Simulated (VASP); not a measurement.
Set up this calculation in VASP 6.6.1, as the native input.

* Task: relaxation of cell and atoms
* Functional: PBE
* Potentials or basis: VASP PAW PBE potentials, release 64 (Si, P)
* Cutoff: 600 eV
* k mesh: 6 × 6 × 6
* Occupations: gaussian, width 0.1 eV
* Spin: no spin polarisation
* Dipole correction: no
* Further INCAR settings: ALGO = Normal; EDIFF = 1e-06; IBRION = 2; EDIFFG = -0.01; NSW = 100; ISIF = 3

The structure of Si7P lies in POSCAR:

```
Si7P
1.0
    5.4200000000      0.0000000000      0.0000000000
    0.0000000000      5.4200000000      0.0000000000
    0.0000000000      0.0000000000      5.4200000000
Si P
7 1
Direct
    0.0000000000      0.5000000000      0.5000000000
    0.7500000000      0.7500000000      0.2500000000
    0.5000000000      0.0000000000      0.5000000000
    0.7500000000      0.2500000000      0.7500000000
    0.5000000000      0.5000000000      0.0000000000
    0.2500000000      0.7500000000      0.7500000000
    0.2500000000      0.2500000000      0.2500000000
    0.0000000000      0.0000000000      0.0000000000
```

These files were run (other wordings do the same):

INCAR

```
PREC = Accurate ; ENCUT = 600
EDIFF = 1E-6 ; ISMEAR = 0
SIGMA = 0.1 ; LREAL = False
LASPH = True ; NELM = 60
ALGO = Normal ; ISIF = 3
LWAVE = False ; LCHARG = False
GGA = PE ; IBRION = 2
NSW = 100 ; EDIFFG = -0.01
```

KPOINTS

```
regular mesh
0
Gamma
  6 6 6
```

Potentials or basis: VASP PAW PBE potentials, release 64 (Si, P).

Run with:

```bash
$ cat potpaw_PBE.64/Si/POTCAR potpaw_PBE.64/P/POTCAR > POTCAR
$ mpirun -np 1 vasp_std > vasp.out
```

Results of the run:

```yaml
Relaxed_volume: 19.98 Å³/atom
Relaxed_cell: a = 5.427 Å, b = 5.427 Å, c = 5.427 Å, α = 90.00°, β = 90.00°, γ = 90.00°
Space_group_after_relaxing_to_0.1_Å: P-43m (No. 215)
Energy_gained_by_relaxing: 0.5 meV/atom
Ionic_steps: 4
Pressure_after_relaxing: 0.0 GPa
```

Caveat: the highest band is partly filled, so the run has too few bands.

Run time: 110 s on 1 thread of Intel(R) Xeon(R) 6975P-C (Granite Rapids), with other jobs on the host, peak memory 0.35 GiB.
